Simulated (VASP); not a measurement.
A run of VASP 6.6.1:

INCAR

```
PREC     = Accurate       # precision mode
ENCUT    = 600            # plane-wave cutoff, eV
EDIFF    = 1E-7           # SCF threshold, eV
ISMEAR   = 0              # smearing method
SIGMA    = 0.01           # smearing width, eV
LREAL    = F              # projectors in reciprocal space
LASPH    = T              # aspherical terms in the spheres
NELM     = 80             # most SCF steps
ALGO     = Normal         # electronic algorithm
ISIF     = 3              # what is computed and relaxed
LWAVE    = F              # write WAVECAR
LCHARG   = F              # write CHGCAR
GGA      = PS             # functional
IBRION   = 2              # ionic algorithm
NSW      = 100            # ionic steps
EDIFFG   = -0.002         # ionic threshold
PSTRESS  = 150.0
```

Contents of KPOINTS:

```
regular mesh
0
Gamma
  6 6 6
```

Contents of POSCAR:

```
CdTe
1.0
    0.0000000000      3.2446940540      3.2446940540
    3.2446940540      0.0000000000      3.2446940540
    3.2446940540      3.2446940540      0.0000000000
Cd Te
1 1
Direct
    0.0000000000      0.0000000000      0.0000000000
    0.7500000000      0.7500000000      0.7500000000
```

Potentials or basis: VASP PAW PBE potentials, release 64 (Cd, Te).

Command:

```sh
$ cat potpaw_PBE.64/Cd/POTCAR potpaw_PBE.64/Te/POTCAR > POTCAR
$ mpirun -np 1 vasp_std > vasp.out
```

Hardware: 1 thread of Intel(R) Xeon(R) 6975P-C (Granite Rapids) (shared host).

Question: How long does it take, and how much memory?

Answer: Wall time 100 s on 1 thread of Intel(R) Xeon(R) 6975P-C (Granite Rapids) (shared host), peak memory 0.24 GiB. Counts: scf iterations 55, k points 16, ion steps 5.
